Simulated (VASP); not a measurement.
H8SO6, 15 atoms in the cell. The cell holds a disordered packing, 15 atoms: a = 6.318 Å, b = 6.318 Å, c = 6.318 Å, α = 90.00°, β = 90.00°, γ = 90.00°. 

* Program: VASP 6.6.1
* Task: single point
* Functional: PBE
* Dispersion: D3(BJ)
* Potentials or basis: VASP PAW PBE potentials, release 64 (O, H, S)
* Cutoff: 520 eV
* k mesh: 1 × 1 × 1
* Occupations: fermi-dirac, width 0.02 eV
* Spin: no spin polarisation
* Dipole correction: no
* Further INCAR settings: ALGO = Normal; EDIFF = 1e-06; NBANDS = 38

Potentials or basis: VASP PAW PBE potentials, release 64 (O, H, S).

Command:

```console
$ cat potpaw_PBE.64/O/POTCAR potpaw_PBE.64/H/POTCAR potpaw_PBE.64/S/POTCAR > POTCAR
$ mpirun -np 1 vasp_gam > vasp.out
```

Hardware: 1 thread of Intel(R) Xeon(R) 6975P-C (Granite Rapids), with other jobs on the host.

Question: How long does it take, and how much memory?

Answer: Run time: 14 s on 1 thread of Intel(R) Xeon(R) 6975P-C (Granite Rapids) (shared host), peak memory 0.3 GiB. Counts: scf iterations 17, k points 1.
